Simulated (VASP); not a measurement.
# BAs (F-43m) in VASP: further runs, part 2 of 2

VASP 6.6.1.

### 4 Single point, PBE (strain -1.0%)

Contents of INCAR:

```
  ALGO = Normal
  EDIFF = 1E-6
  ENCUT = 520
  GGA = PE
  ISIF = 2
  ISMEAR = 0
  LASPH = T
  LCHARG = T
  LELF = T
  LREAL = F
  LVHAR = T
  LWAVE = F
  NBANDS = 11
  NELM = 100
  PREC = Accurate
  SIGMA = 0.01
```

Contents of KPOINTS:

```
k-points
0
Gamma
  6 6 6
```

Contents of POSCAR:

```
BAs
1.0
    0.0000000000      2.3679489280      2.3679489280
    2.3679489280      0.0000000000      2.3679489280
    2.3679489280      2.3679489280      0.0000000000
B As
1 1
Direct
    0.0000000000      0.0000000000      0.0000000000
    0.2500000000      0.2500000000      0.2500000000
```

Potentials or basis: VASP PAW PBE potentials, release 64 (B, As).

On the command line:

```sh
$ cat potpaw_PBE.64/B/POTCAR potpaw_PBE.64/As/POTCAR > POTCAR
$ mpirun -np 1 vasp_std > vasp.out
```

OUTCAR:

```text
EDIFF = 1E-6
   ENCUT = 520
   GGA = PE
   ISIF = 2
   ISMEAR = 0
   LASPH = T
   LREAL = F
   NELM = 100
   PREC = Accurate

 ion  position               nearest neighbor table
   1  0.000  0.000  0.000-   2 2.05   2 2.05   2 2.05   2 2.05
   2  0.250  0.250  0.250-   1 2.05   1 2.05   1 2.05   1 2.05

  LATTYP: Found a face centered cubic cell.
 ALAT       =     4.7358978560

  Lattice vectors:

 A1 = (   0.0000000000,   2.3679489280,   2.3679489280)
 A2 = (   2.3679489280,   0.0000000000,   2.3679489280)
 A3 = (   2.3679489280,   2.3679489280,   0.0000000000)

Analysis of symmetry for initial positions (statically):
=====================================================================
 Subroutine PRICEL returns:
 Original cell was already a primitive cell.

 Routine SETGRP: Setting up the symmetry group for a
 face centered cubic supercell.

 Subroutine GETGRP returns: Found 24 space group operations
 (whereof 24 operations were pure point group operations)
 out of a pool of 48 trial point group operations.

The static configuration has the point symmetry T_d .

Analysis of symmetry for dynamics (positions and initial velocities):
=====================================================================
 Subroutine PRICEL returns:
 Original cell was already a primitive cell.

 Routine SETGRP: Setting up the symmetry group for a
 face centered cubic supercell.

 Subroutine GETGRP returns: Found 24 space group operations
 (whereof 24 operations were pure point group operations)
 out of a pool of 48 trial point group operations.

The dynamic configuration has the point symmetry T_d .

 Subroutine INISYM returns: Found 24 space group operations
 (whereof 24 operations are pure point group operations),
 and found     1 'primitive' translations

----------------------------------------------------------------------------------------

                                     Primitive cell

  volume of cell :      26.5550

  direct lattice vectors                    reciprocal lattice vectors
     0.000000000  2.367948928  2.367948928    -0.211153203  0.211153203  0.211153203
     2.367948928  0.000000000  2.367948928     0.211153203 -0.211153203  0.211153203
     2.367948928  2.367948928  0.000000000     0.211153203  0.211153203 -0.211153203

  length of vectors
     3.348785489  3.348785489  3.348785489     0.365728075  0.365728075  0.365728075

  position of ions in fractional coordinates (direct lattice)
     0.000000000  0.000000000  0.000000000
     0.250000000  0.250000000  0.250000000

  ion indices of the primitive-cell ions
   primitive index   ion index
                 1           1
                 2           2

----------------------------------------------------------------------------------------

 KPOINTS: k-points

Automatic generation of k-mesh.
 Grid dimensions read from file:
 generate k-points for:    6    6    6

 Generating k-lattice:

  Cartesian coordinates                     Fractional coordinates (reciprocal lattice)
    -0.035192200  0.035192200  0.035192200     0.166666667  0.000000000  0.000000000
     0.035192200 -0.035192200  0.035192200     0.000000000  0.166666667  0.000000000
     0.035192200  0.035192200 -0.035192200     0.000000000  0.000000000  0.166666667

  Length of vectors
     0.060954679  0.060954679  0.060954679

  Shift w.r.t. Gamma in fractional coordinates (k-lattice)
     0.000000000  0.000000000  0.000000000

 Subroutine IBZKPT returns following result:
 ===========================================

 Found     16 irreducible k-points:

 Following reciprocal coordinates:
            Coordinates               Weight
  0.000000  0.000000  0.000000      1.000000
  0.166667  0.000000  0.000000      8.000000
  0.333333  0.000000  0.000000      8.000000
  0.500000  0.000000  0.000000      4.000000
  0.166667  0.166667  0.000000      6.000000
  0.333333  0.166667  0.000000     24.000000
[... 8 lines left out ...]
 -0.333333  0.333333  0.166667     24.000000
 -0.333333  0.500000  0.166667     12.000000
   k-points           NKPTS =     16   k-points in BZ     NKDIM =     16   number of bands    NBANDS=     11
   number of dos      NEDOS =    301   number of ions     NIONS =      2
   total plane-waves  NPLWV =  21952
   dimension x,y,z NGX =    28 NGY =   28 NGZ =   28
   dimension x,y,z NGXF=    56 NGYF=   56 NGZF=   56
   ions per type =               1   1
   NGX,Y,Z   is equivalent  to a cutoff of  13.90, 13.90, 13.90 a.u.
   NGXF,Y,Z  is equivalent  to a cutoff of  27.80, 27.80, 27.80 a.u.
 SYSTEM =  unknown system
   PREC   = accura    normal or accurate (medium, high low for compatibility)
   ISTART =      0    job   : 0-new  1-cont  2-samecut
   ICHARG =      2    charge: 1-file 2-atom 10-const
   ISPIN  =      1    spin polarized calculation?
   LNONCOLLINEAR =      F non collinear calculations
   LSORBIT =      F    spin-orbit coupling
   LASPH  =      T    aspherical Exc in radial PAW
   ENCUT  =  520.0 eV  38.22 Ry    6.18 a.u.   6.23  6.23  6.23*2*pi/ulx,y,z
   NELM   =    100;   NELMIN=  2; NELMDL= -5     # of ELM steps
   EDIFF  = 0.1E-05   stopping-criterion for ELM
   LREAL  =      F    real-space projection
   EDIFFG = 0.1E-04   stopping-criterion for IOM
   NSW    =      0    number of steps for IOM
   IBRION =     -1    ionic relax: 0-MD 1-quasi-New 2-CG
   NFREE  =      0    steps in history (QN), initial steepest desc. (CG)
   ISIF   =      2    stress and relaxation
   ISYM   =      2    0-nonsym 1-usesym 2-fastsym
   POTIM  = 0.5000    time-step for ionic-motion
   TEBEG  =    0.0;   TEEND  =   0.0 temperature during run
   PSTRESS=    0.0 pullay stress
   NELECT =       8.0000    total number of electrons
   NUPDOWN=      -1.0000    fix difference up-down
   EMIN   =  10.00;   EMAX   =-10.00  energy-range for DOS
   EFERMI =   0.00;   METHOD = LEGACY
   ISMEAR =     0;   SIGMA  =   0.01  broadening in eV -4-tet -1-fermi 0-gaus
   EFERMI_NEDOS =   21; number of points for ismear=-14 and -15
   IALGO  =     38    algorithm
   IMIX   =      4    mixing-type and parameters
     AMIX     =   0.40;   BMIX     =  1.00
     AMIX_MAG =   1.60;   BMIX_MAG =  1.00
  volume/ion in A,a.u.               =      13.28        89.60
  Fermi-wavevector in a.u.,A,eV,Ry     =   1.097461  2.073901 16.387143  1.204421
  Thomas-Fermi vector in A             =   2.233822
   LORBIT       =      0    0 simple, 1 ext, 2 COOP (PROOUT), +10 PAW based schemes
   GGA     = PE    functional components
   LHFCALC =     F    Hartree Fock is set to
   AEXX    =    0.0000 exact exchange contribution
   IVDW    =     0    specifies the selected vdW correction
   LEPSILON=     F    determine dielectric tensor
   LRPA    =     F    only Hartree local field effects (RPA)
 non-spin polarized calculation
 Gauss-broadening in eV      SIGMA  =   0.01
  energy-cutoff  :      520.00
  volume of cell :       26.56
 maximum number of plane-waves:       725
 NGX is ok and might be reduce to    28
   NGX = 13   NGY = 13   NGZ = 13

 number of electron       8.0000000 magnetization

 Free energy of the ion-electron system (eV)
  ---------------------------------------------------
  ext. energy  EPLUGINS =         0.00000000
  ---------------------------------------------------
  free energy    TOTEN  =       -11.36388285 eV

  energy without entropy =      -11.36388285  energy(sigma->0) =      -11.36388285

 E-fermi :   6.5374     XC(G=0): -10.6937

 val. band max:        6.4218997992   @ k =   0.0000   0.0000   0.0000
 cond. band min:       7.6724450060   @ k =   0.3333   0.3333   0.0000
 fundamental gap:      1.2505452069
 Fermi energy:         6.5374383184

 k-point     1 :       0.0000    0.0000    0.0000
  band No.  band energies     occupation
      1      -9.2208      2.00000
      2       6.4219      2.00000
      3       6.4219      2.00000
      4       6.4219      2.00000
      5       9.7287      0.00000
      6       9.7287      0.00000
      7       9.7287      0.00000
      8      11.4415      0.00000
      9      16.1316      0.00000
     10      19.4739      0.00000
     11      19.4739      0.00000
[... 197 lines left out ...]
 k-point    16 :      -0.3333    0.5000    0.1667
  band No.  band energies     occupation
      1      -4.7648      2.00000
      2      -1.9170      2.00000
      3       1.1192      2.00000
      4       1.3157      2.00000
      5      10.1994      0.00000
      6      10.4565      0.00000
      7      15.2320      0.00000
      8      15.4740      0.00000
      9      18.9452      0.00000
     10      22.4047      0.00000
     11      22.4415      0.00000

------------------------ aborting loop because EDIFF is reached ----------------------------------------

  FORCE on cell =-STRESS in cart. coord.  units (eV):
  Direction    XX          YY          ZZ          XY          YZ          ZX
  --------------------------------------------------------------------------------------
  -------------------------------------------------------------------------------------
  Total        1.2363364      1.2363364      1.2363364     -0.0000000      0.0000000     -0.0000000
  in kB       74.5933763     74.5933763     74.5933763     -0.0000000      0.0000000     -0.0000000
  external PRESSURE =      74.5933763 kB  Pullay stress =       0.0000000 kB

 VOLUME and BASIS-vectors are now :
 -----------------------------------------------------------------------------
  energy-cutoff  :      520.00
  volume of cell :       26.56
      direct lattice vectors                 reciprocal lattice vectors
     0.000000000  2.367948928  2.367948928    -0.211153203  0.211153203  0.211153203
     2.367948928  0.000000000  2.367948928     0.211153203 -0.211153203  0.211153203
     2.367948928  2.367948928  0.000000000     0.211153203  0.211153203 -0.211153203

 POSITION                                       TOTAL-FORCE (eV/Angst)
 -----------------------------------------------------------------------------------
      0.00000      0.00000      0.00000         0.000000      0.000000      0.000000
      1.18397      1.18397      1.18397        -0.000000     -0.000000     -0.000000
 -----------------------------------------------------------------------------------
    total drift:                               -0.000000     -0.000000     -0.000000

  FREE ENERGIE OF THE ION-ELECTRON SYSTEM (eV)
  ---------------------------------------------------
  free  energy   TOTEN  =       -11.3638828485 eV

  energy  without entropy=      -11.3638828485  energy(sigma->0) =      -11.36388285
```

Run time: 6.3 s. Hardware: 1 thread of Intel Xeon 6975P-C, shared host; peak memory 0.15 GiB.

What came out:

```
Free energy            : -11.3639 eV
Pressure               : 7.5 GPa
Band gap on the k mesh : 1.25 eV, indirect (least direct gap 3.31 eV)
```

Caveat: the cell differs from its parent crystal (strain -1.0%). A k mesh can miss the band edges.

### 5 Single point, PBE (strain +1.0%)

Contents of INCAR:

```
PREC = Accurate ; ENCUT = 520
EDIFF = 1E-7 ; ISMEAR = 0
SIGMA = 0.01 ; LREAL = False
LASPH = True ; NELM = 100
ALGO = Normal ; ISIF = 2
LWAVE = False ; LCHARG = False
GGA = PE ; NBANDS = 11
```

Contents of KPOINTS:

```
regular mesh
0
Gamma
  6 6 6
```

Contents of POSCAR:

```
BAs
1.0
    0.0000000000      2.4157862801      2.4157862801
    2.4157862801      0.0000000000      2.4157862801
    2.4157862801      2.4157862801      0.0000000000
B As
1 1
Direct
    0.0000000000      0.0000000000      0.0000000000
    0.2500000000      0.2500000000      0.2500000000
```

Potentials or basis: VASP PAW PBE potentials, release 64 (B, As).

On the command line:

```sh
$ cat potpaw_PBE.64/B/POTCAR potpaw_PBE.64/As/POTCAR > POTCAR
$ mpirun -np 1 vasp_std > vasp.out
```

OUTCAR:

```text
PREC = Accurate
   ENCUT = 520
   EDIFF = 1E-7
   ISMEAR = 0
   LREAL = False
   LASPH = True
   NELM = 100
   ISIF = 2
   GGA = PE

 ion  position               nearest neighbor table
   1  0.000  0.000  0.000-   2 2.09   2 2.09   2 2.09   2 2.09
   2  0.250  0.250  0.250-   1 2.09   1 2.09   1 2.09   1 2.09

  LATTYP: Found a face centered cubic cell.
 ALAT       =     4.8315725602

  Lattice vectors:

 A1 = (   0.0000000000,   2.4157862801,   2.4157862801)
[... 399 lines left out ...]

------------------------ aborting loop because EDIFF is reached ----------------------------------------

  FORCE on cell =-STRESS in cart. coord.  units (eV):
  Direction    XX          YY          ZZ          XY          YZ          ZX
  --------------------------------------------------------------------------------------
  -------------------------------------------------------------------------------------
  Total       -0.2091291     -0.2091291     -0.2091291     -0.0000000     -0.0000000     -0.0000000
  in kB      -11.8828218    -11.8828218    -11.8828218     -0.0000000     -0.0000000     -0.0000000
  external PRESSURE =     -11.8828218 kB  Pullay stress =       0.0000000 kB

 VOLUME and BASIS-vectors are now :
 -----------------------------------------------------------------------------
  energy-cutoff  :      520.00
  volume of cell :       28.20
      direct lattice vectors                 reciprocal lattice vectors
     0.000000000  2.415786280  2.415786280    -0.206971951  0.206971951  0.206971951
     2.415786280  0.000000000  2.415786280     0.206971951 -0.206971951  0.206971951
     2.415786280  2.415786280  0.000000000     0.206971951  0.206971951 -0.206971951

 POSITION                                       TOTAL-FORCE (eV/Angst)
 -----------------------------------------------------------------------------------
      0.00000      0.00000      0.00000         0.000000     -0.000000      0.000000
      1.20789      1.20789      1.20789        -0.000000      0.000000     -0.000000
 -----------------------------------------------------------------------------------
    total drift:                               -0.000000     -0.000000     -0.000000

  FREE ENERGIE OF THE ION-ELECTRON SYSTEM (eV)
  ---------------------------------------------------
  free  energy   TOTEN  =       -11.3941566863 eV

  energy  without entropy=      -11.3941566863  energy(sigma->0) =      -11.39415669
```

stdout:

```text
POSCAR found type information on POSCAR B As
 POSCAR found :  2 types and       2 ions
 scaLAPACK will be used
 LDA part: xc-table for (Slater+PW92), standard interpolation
 POSCAR, INCAR and KPOINTS ok, starting setup
 FFT: planning ... GRIDC
 FFT: planning ... GRID_SOFT
 FFT: planning ... GRID
 WAVECAR not read
 entering main loop
```

Run time: 6.1 s. Hardware: 1 thread of Intel Xeon 6975P-C, shared host; peak memory 0.15 GiB.

Results:

```yaml
Free_energy: -11.3942 eV
Pressure: -1.2 GPa
Band_gap_on_the_k_mesh: 1.30 eV, indirect (least direct gap 3.23 eV)
```

Caveat: the cell differs from its parent crystal (strain +1.0%).

### 6 Overview

| cell | gap on the mesh (eV) | pressure (GPa) |
| --- | --- | --- |
| a = 3.281 Å, angles 60.0°, 2 atoms | 1.20 | 18.6 |
| a = 3.315 Å, angles 60.0°, 2 atoms | 1.22 | 12.7 |
| a = 3.349 Å, angles 60.0°, 2 atoms | 1.25 | 7.5 |
| a = 3.416 Å, angles 60.0°, 2 atoms | 1.30 | -1.2 |

Alike in all rows: task single point; level PBE; potentials or basis VASP PAW PBE potentials, release 64 (B, As); no spin polarisation; k mesh 6 × 6 × 6; cutoff (eV) 520; smearing gaussian 0.01 eV.

Total energies depend on the potentials used, so only differences within one code and one set of settings carry meaning.
